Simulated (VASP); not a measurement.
# Nb (R-3m) in VASP: single point with PBEsol

Aim: the single point of Nb with PBEsol.

Program: VASP 6.6.1. These are calculated values, not measurements. Logs are shortened: lines on timing, memory, paths and dates and some standing lists are left out, and cuts for length are marked.

**1. The cell of the first run**

The structure is trigonal, space group R-3m (No. 166). Conventional cell: a = 4.002 Å, b = 4.002 Å, c = 9.802 Å, α = 90.00°, β = 90.00°, γ = 120.00°. Within 1.9 Å of Nb (site symmetry 3m) lie 1 Nb at 1.42 Å.

**2. Single point, PBEsol (shortest bond scaled by 0.58)**

INCAR

```
ALGO = Normal
EDIFF = 1E-6
ENCUT = 520
GGA = PS
ISIF = 2
ISMEAR = -1
LASPH = T
LCHARG = F
LREAL = F
LWAVE = F
NBANDS = 20
NELM = 80
PREC = Accurate
SIGMA = 0.05
```

KPOINTS

```
k-points
0
Gamma
  9 9 9
```

POSCAR

```
Nb
1.0
    0.0000000000      2.8296800281      2.8296800281
    2.8296800281      0.0000000000      2.8296800281
    2.8296800281      2.8296800281      0.0000000000
Nb
2
Direct
   -0.2825000000     -0.0725000000     -0.0725000000
    0.2825000000      0.0725000000      0.0725000000
```

Potentials or basis: VASP PAW PBE potentials, release 64 (Nb_sv).

Run with:

```console
$ cat potpaw_PBE.64/Nb_sv/POTCAR > POTCAR
$ mpirun -np 1 vasp_std > vasp.out
```

OUTCAR:

```text
EDIFF = 1E-6
   ENCUT = 520
   GGA = PS
   ISIF = 2
   ISMEAR = -1
   LASPH = T
   LREAL = F
   NELM = 80
   PREC = Accurate

 ion  position               nearest neighbor table
   1  0.718  0.928  0.928-   2 1.42   2 2.96   2 2.96   2 2.96
   2  0.282  0.072  0.072-   1 1.42   1 2.96   1 2.96   1 2.96

 -----------------------------------------------------------------------------
|                                                                             |
|           W    W    AA    RRRRR   N    N  II  N    N   GGGG   !!!           |
|           W    W   A  A   R    R  NN   N  II  NN   N  G    G  !!!           |
|           W    W  A    A  R    R  N N  N  II  N N  N  G       !!!           |
|           W WW W  AAAAAA  RRRRR   N  N N  II  N  N N  G  GGG   !            |
|           WW  WW  A    A  R   R   N   NN  II  N   NN  G    G                |
|           W    W  A    A  R    R  N    N  II  N    N   GGGG   !!!           |
|                                                                             |
|     The distance between some ions is very small. Please check the          |
|     nearest-neighbor list in the OUTCAR file.                               |
|     I HOPE YOU KNOW WHAT YOU ARE DOING!                                     |
|                                                                             |
 -----------------------------------------------------------------------------

  LATTYP: Found a face centered cubic cell.
 ALAT       =     5.6593600562

  Lattice vectors:

 A1 = (   0.0000000000,   2.8296800281,   2.8296800281)
 A2 = (   2.8296800281,   0.0000000000,   2.8296800281)
 A3 = (   2.8296800281,   2.8296800281,   0.0000000000)

Analysis of symmetry for initial positions (statically):
=====================================================================
 Subroutine PRICEL returns:
 Original cell was already a primitive cell.

 Routine SETGRP: Setting up the symmetry group for a
 face centered cubic supercell.

 Subroutine GETGRP returns: Found 12 space group operations
 (whereof  4 operations were pure point group operations)
 out of a pool of 48 trial point group operations.

The static configuration has the point symmetry C_2h.
 The point group associated with its full space group is D_3d.

Analysis of symmetry for dynamics (positions and initial velocities):
=====================================================================
 Subroutine PRICEL returns:
 Original cell was already a primitive cell.

 Routine SETGRP: Setting up the symmetry group for a
 face centered cubic supercell.

 Subroutine GETGRP returns: Found 12 space group operations
 (whereof  4 operations were pure point group operations)
 out of a pool of 48 trial point group operations.

The dynamic configuration has the point symmetry C_2h.
 The point group associated with its full space group is D_3d.

 Subroutine INISYM returns: Found 12 space group operations
 (whereof  4 operations are pure point group operations),
 and found     1 'primitive' translations

----------------------------------------------------------------------------------------

                                     Primitive cell

  volume of cell :      45.3150

  direct lattice vectors                    reciprocal lattice vectors
     0.000000000  2.829680028  2.829680028    -0.176698424  0.176698424  0.176698424
     2.829680028  0.000000000  2.829680028     0.176698424 -0.176698424  0.176698424
     2.829680028  2.829680028  0.000000000     0.176698424  0.176698424 -0.176698424

  length of vectors
     4.001771873  4.001771873  4.001771873     0.306050647  0.306050647  0.306050647

  position of ions in fractional coordinates (direct lattice)
     0.717500000  0.927500000  0.927500000
     0.282500000  0.072500000  0.072500000

  ion indices of the primitive-cell ions
   primitive index   ion index
                 1           1
                 2           2

----------------------------------------------------------------------------------------

 KPOINTS: k-points

Automatic generation of k-mesh.
 Grid dimensions read from file:
 generate k-points for:    9    9    9

 Generating k-lattice:

  Cartesian coordinates                     Fractional coordinates (reciprocal lattice)
    -0.019633158  0.019633158  0.019633158     0.111111111  0.000000000  0.000000000
     0.019633158 -0.019633158  0.019633158     0.000000000  0.111111111  0.000000000
     0.019633158  0.019633158 -0.019633158     0.000000000  0.000000000  0.111111111

  Length of vectors
     0.034005627  0.034005627  0.034005627

  Shift w.r.t. Gamma in fractional coordinates (k-lattice)
     0.000000000  0.000000000  0.000000000

 Subroutine IBZKPT returns following result:
 ===========================================

 Found     85 irreducible k-points:

 Following reciprocal coordinates:
            Coordinates               Weight
  0.000000  0.000000  0.000000      1.000000
  0.111111  0.000000  0.000000      2.000000
  0.000000  0.111111  0.000000      6.000000
  0.222222  0.000000  0.000000      2.000000
  0.000000  0.222222  0.000000      6.000000
  0.333333  0.000000  0.000000      2.000000
[... 16 lines left out ...]
 -0.333333  0.111111  0.000000      6.000000
  0.000000 -0.333333  0.111111     12.000000
 [... further k-points ...]
   k-points           NKPTS =     85   k-points in BZ     NKDIM =     85   number of bands    NBANDS=     20
   number of dos      NEDOS =    301   number of ions     NIONS =      2
   total plane-waves  NPLWV =  27000
   dimension x,y,z NGX =    30 NGY =   30 NGZ =   30
   dimension x,y,z NGXF=    60 NGYF=   60 NGZF=   60
   ions per type =               2
   NGX,Y,Z   is equivalent  to a cutoff of  12.46, 12.46, 12.46 a.u.
   NGXF,Y,Z  is equivalent  to a cutoff of  24.93, 24.93, 24.93 a.u.
 SYSTEM =  unknown system
   PREC   = accura    normal or accurate (medium, high low for compatibility)
   ISTART =      0    job   : 0-new  1-cont  2-samecut
   ICHARG =      2    charge: 1-file 2-atom 10-const
   ISPIN  =      1    spin polarized calculation?
   LNONCOLLINEAR =      F non collinear calculations
   LSORBIT =      F    spin-orbit coupling
   LASPH  =      T    aspherical Exc in radial PAW
   ENCUT  =  520.0 eV  38.22 Ry    6.18 a.u.   7.44  7.44  7.44*2*pi/ulx,y,z
   NELM   =     80;   NELMIN=  2; NELMDL= -5     # of ELM steps
   EDIFF  = 0.1E-05   stopping-criterion for ELM
   LREAL  =      F    real-space projection
   EDIFFG = 0.1E-04   stopping-criterion for IOM
   NSW    =      0    number of steps for IOM
   IBRION =     -1    ionic relax: 0-MD 1-quasi-New 2-CG
   NFREE  =      0    steps in history (QN), initial steepest desc. (CG)
   ISIF   =      2    stress and relaxation
   ISYM   =      2    0-nonsym 1-usesym 2-fastsym
   POTIM  = 0.5000    time-step for ionic-motion
   TEBEG  =    0.0;   TEEND  =   0.0 temperature during run
   PSTRESS=    0.0 pullay stress
   NELECT =      26.0000    total number of electrons
   NUPDOWN=      -1.0000    fix difference up-down
   EMIN   =  10.00;   EMAX   =-10.00  energy-range for DOS
   EFERMI =   0.00;   METHOD = LEGACY
   ISMEAR =    -1;   SIGMA  =   0.05  broadening in eV -4-tet -1-fermi 0-gaus
   EFERMI_NEDOS =   21; number of points for ismear=-14 and -15
   IALGO  =     38    algorithm
   IMIX   =      4    mixing-type and parameters
     AMIX     =   0.40;   BMIX     =  1.00
     AMIX_MAG =   1.60;   BMIX_MAG =  1.00
  volume/ion in A,a.u.               =      22.66       152.90
  Fermi-wavevector in a.u.,A,eV,Ry     =   1.360354  2.570696 25.178440  1.850563
  Thomas-Fermi vector in A             =   2.487023
   LORBIT       =      0    0 simple, 1 ext, 2 COOP (PROOUT), +10 PAW based schemes
   GGA     = PS    functional components
   LHFCALC =     F    Hartree Fock is set to
   AEXX    =    0.0000 exact exchange contribution
   IVDW    =     0    specifies the selected vdW correction
   LEPSILON=     F    determine dielectric tensor
   LRPA    =     F    only Hartree local field effects (RPA)
 non-spin polarized calculation
  energy-cutoff  :      520.00
  volume of cell :       45.32
 maximum number of plane-waves:      1243
 NGX is ok and might be reduce to    30
   NGX = 15   NGY = 15   NGZ = 15

 number of electron      26.0000001 magnetization

 Free energy of the ion-electron system (eV)
  ---------------------------------------------------
  ext. energy  EPLUGINS =         0.00000000
  ---------------------------------------------------
  free energy    TOTEN  =         7.30016422 eV

  energy without entropy =        7.31061451  energy(sigma->0) =        7.30538937

 E-fermi :   7.2133     XC(G=0): -10.5043

 val. band max:        7.2067838557   @ k =  -0.4444   0.2222   0.1111
 cond. band min:       7.2323646323   @ k =  -0.2222   0.1111   0.0000
 fundamental gap:      0.0255807766
 Fermi energy:         7.2132616642

 k-point     1 :       0.0000    0.0000    0.0000
  band No.  band energies     occupation
      1     -54.7477      2.00000
      2     -41.3874      2.00000
      3     -29.5149      2.00000
      4     -25.5523      2.00000
      5     -25.5523      2.00000
      6     -18.9094      2.00000
[... 12 lines left out ...]
     19      14.9448      0.00000
     20      17.6536      0.00000

 k-point     2 :       0.1111    0.0000    0.0000
  band No.  band energies     occupation
      1     -54.7449      2.00000
      2     -41.4093      2.00000
      3     -29.4645      2.00000
      4     -25.5679      2.00000
      5     -25.5679      2.00000
      6     -18.8710      2.00000
[... 12 lines left out ...]
     19      15.8801      0.00000
     20      16.1300      0.00000

 k-point     3 :       0.0000    0.1111    0.0000
  band No.  band energies     occupation
      1     -54.7467      2.00000
      2     -41.3943      2.00000
      3     -29.4983      2.00000
      4     -25.5694      2.00000
      5     -25.5511      2.00000
      6     -18.9169      2.00000
[... 12 lines left out ...]
     19      14.9033      0.00000
     20      17.3247      0.00000

 k-point     4 :       0.2222    0.0000    0.0000
  band No.  band energies     occupation
      1     -54.7382      2.00000
      2     -41.4641      2.00000
      3     -29.3369      2.00000
      4     -25.6068      2.00000
      5     -25.6068      2.00000
      6     -18.7739      2.00000
[... 12 lines left out ...]
     19      17.4368      0.00000
     20      17.4368      0.00000

 k-point     5 :       0.0000    0.2222    0.0000
  band No.  band energies     occupation
      1     -54.7440      2.00000
      2     -41.4117      2.00000
      3     -29.4559      2.00000
      4     -25.6133      2.00000
      5     -25.5481      2.00000
      6     -18.9359      2.00000
[... 12 lines left out ...]
     19      14.8206      0.00000
     20      17.5694      0.00000

 k-point     6 :       0.3333    0.0000    0.0000
  band No.  band energies     occupation
      1     -54.7311      2.00000
      2     -41.5256      2.00000
      3     -29.1916      2.00000
      4     -25.6500      2.00000
      5     -25.6500      2.00000
      6     -18.6637      2.00000
[... 12 lines left out ...]
     19      18.6107      0.00000
     20      18.6107      0.00000

 k-point     7 :       0.0000    0.3333    0.0000
  band No.  band energies     occupation
      1     -54.7412      2.00000
      2     -41.4315      2.00000
      3     -29.4072      2.00000
      4     -25.6641      2.00000
      5     -25.5448      2.00000
      6     -18.9575      2.00000
[... 12 lines left out ...]
     19      15.7022      0.00000
     20      17.1866      0.00000
[... 277 lines left out ...]
 k-point    20 :      -0.4444    0.1111    0.0000
  band No.  band energies     occupation
      1     -54.7256      2.00000
      2     -41.5649      2.00000
      3     -29.0959      2.00000
      4     -25.6817      2.00000
      5     -25.6791      2.00000
      6     -18.5979      2.00000
[... 12 lines left out ...]
     19      17.3119      0.00000
     20      17.4541      0.00000

 k-point    21 :       0.0000   -0.4444    0.1111
  band No.  band energies     occupation
      1     -54.7381      2.00000
      2     -41.4514      2.00000
      3     -29.3583      2.00000
      4     -25.6982      2.00000
      5     -25.5541      2.00000
      6     -18.9540      2.00000
[... 12 lines left out ...]
     19      15.7328      0.00000
     20      16.9160      0.00000

 k-point    22 :       0.1111    0.0000   -0.4444
  band No.  band energies     occupation
      1     -54.7373      2.00000
      2     -41.4587      2.00000
      3     -29.3416      2.00000
      4     -25.6986      2.00000
      5     -25.5608      2.00000
      6     -18.9269      2.00000
[... 12 lines left out ...]
     19      16.3305      0.00000
     20      16.8705      0.00000

 k-point    23 :      -0.3333    0.1111    0.0000
  band No.  band energies     occupation
      1     -54.7292      2.00000
      2     -41.5385      2.00000
      3     -29.1597      2.00000
      4     -25.6775      2.00000
      5     -25.6468      2.00000
      6     -18.6769      2.00000
[... 12 lines left out ...]
     19      17.6099      0.00000
     20      18.1503      0.00000

 k-point    24 :       0.0000   -0.3333    0.1111
  band No.  band energies     occupation
      1     -54.7400      2.00000
      2     -41.4382      2.00000
      3     -29.3908      2.00000
      4     -25.6691      2.00000
      5     -25.5573      2.00000
      6     -18.9408      2.00000
[... 12 lines left out ...]
     19      15.8392      0.00000
     20      16.4505      0.00000

 [... further k-points ...]

------------------------ aborting loop because EDIFF is reached ----------------------------------------

  FORCE on cell =-STRESS in cart. coord.  units (eV):
  Direction    XX          YY          ZZ          XY          YZ          ZX
  --------------------------------------------------------------------------------------
  -------------------------------------------------------------------------------------
  Total       62.9453392     62.9453392     62.9453392    -62.2029321     62.2029321    -62.2029321
  in kB     2225.5234592   2225.5234592   2225.5234592  -2199.2745802   2199.2745802  -2199.2745802
  external PRESSURE =    2225.5234592 kB  Pullay stress =       0.0000000 kB

 VOLUME and BASIS-vectors are now :
 -----------------------------------------------------------------------------
  energy-cutoff  :      520.00
  volume of cell :       45.32
      direct lattice vectors                 reciprocal lattice vectors
     0.000000000  2.829680028  2.829680028    -0.176698424  0.176698424  0.176698424
     2.829680028  0.000000000  2.829680028     0.176698424 -0.176698424  0.176698424
     2.829680028  2.829680028  0.000000000     0.176698424  0.176698424 -0.176698424

 POSITION                                       TOTAL-FORCE (eV/Angst)
 -----------------------------------------------------------------------------------
      5.24906      4.65482      4.65482       -75.474470     75.474470     75.474470
      0.41030      1.00454      1.00454        75.474470    -75.474470    -75.474470
 -----------------------------------------------------------------------------------
    total drift:                               -0.000000     -0.000000     -0.000000

  FREE ENERGIE OF THE ION-ELECTRON SYSTEM (eV)
  ---------------------------------------------------
  free  energy   TOTEN  =         7.3001642230 eV

  energy  without entropy=        7.3106145130  energy(sigma->0) =        7.30538937
```

It took 2.2 min on 1 thread of Intel Xeon 8259CL, shared host; peak memory 0.21 GiB.

Results:

```yaml
Free_energy: 7.3002 eV
Pressure: 222.6 GPa
Largest_force: 130.726 eV/Å
Band_gap_on_the_k_mesh: zero (bands 13 and 14 overlap by 0.73 eV)
```

Forces on the atoms (eV/Å):
```
Nb  -75.474  75.474  75.474
Nb   75.474 -75.474 -75.474
```

Levels at points of the mesh, in eV from the Fermi level:
```csv
k point,band 9,band 10,band 11,band 12,band 13,band 14,band 15,band 16,band 17,band 18
"(0.00, 0.00, 0.00)",-4.84,-1.89,-1.89,-1.18,-1.18,1.20,4.72,4.72,5.96,7.73
```

Caveat: the cell differs from its parent crystal (shortest bond scaled by 0.58); atoms lie so close that the PAW spheres overlap strongly, which falsifies energies and pressures; the cell stands under pressure; the PAW data sets were made with another functional, which shifts forces and pressure a little.

The gap in the log of VASP goes by the Fermi energy; the results here count the filled bands.